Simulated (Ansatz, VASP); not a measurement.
# Sn2As: VASP beside Ansatz

```
CELL_PARAMETERS angstrom
0.00000 3.53405 3.53405
3.53405 0.00000 3.53405
3.53405 3.53405 0.00000
ATOMIC_POSITIONS crystal
Sn 0.25000 0.25000 0.25000
Sn 0.75000 0.75000 0.75000
As 0.00000 0.00000 0.00000
```

Change from the starting cell: species swapped into the K2Te type (Fm-3m, No. 225).

Alike in both runs: functional PBE; k mesh 4 × 4 × 4; occupations gaussian, width 0.1 eV; no spin polarisation.

Ansatz relaxed the structure, and its values are those at the end. VASP's run is a single point on that final structure, the one shown.

|  | VASP | Ansatz |
| --- | --- | --- |
| version | VASP 6.6.1 | Ansatz 0.2.0 |
| potentials or method | VASP PAW PBE potentials, release 64 (Sn_d, As), cutoff 520 eV | scalar-relativistic, plane waves, PAW |
| valence electrons in the cell | 33 | 43 |

```tsv
	VASP	Ansatz	Ansatz less VASP
gap on the k mesh at the Fermi level (eV)	none	none	-
pressure (GPa)	0.1	0.1	+0.01
```

A gap of «none» marks a metal or a gap that the smearing closes. With one functional, cell and mesh, what is left measures potentials, basis and numerics. VASP's potentials hold 33 valence electrons a cell and Ansatz's 43, so a difference there can come from the potentials and not from the codes.

The k mesh is coarse, so the values compare programs but aren't converged.
